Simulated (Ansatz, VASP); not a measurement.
Al2GaP3 in VASP and in Ansatz

```xyz
6
Lattice="3.8911 0.0000 0.0000 -1.9456 3.3698 0.0000 0.0000 0.0000 9.4979" Properties=species:S:1:pos:R:3 pbc="T T T"
Al    0.0000    2.2466    3.1627
Al    1.9456    1.1233    6.3280
Ga    0.0000    0.0000   -0.0005
P     0.0000    0.0000    2.3815
P     1.9456    1.1233    8.7041
P     0.0000    2.2466    5.5435
```

Alike in both runs: functional PBE; k mesh 5 × 5 × 2; occupations gaussian, width 0.2 eV; no spin polarisation.

Ansatz relaxed the structure, and its values are those at the end. VASP's run is a single point on that final structure, the one shown.

|  | VASP | Ansatz |
| --- | --- | --- |
| version | VASP 6.6.1 | Ansatz 0.2.0 |
| potentials or method | VASP PAW PBE potentials, release 64 (Al, Ga_d, P), cutoff 520 eV | scalar-relativistic, plane waves, PAW |
| valence electrons in the cell | 34 | 34 |

|  | VASP | Ansatz | Ansatz less VASP |
| --- | --- | --- | --- |
| gap on the k mesh at the Fermi level (eV) | 1.82 | 1.82 | +0.001 |
| least direct gap on the mesh (eV) | 2.00 | 2.01 | +0.004 |
| pressure (GPa) | 0.5 | 0.5 | +0.07 |
| rms of the force components (eV/Å) | 0.010 | 0.009 | -0.0011 |
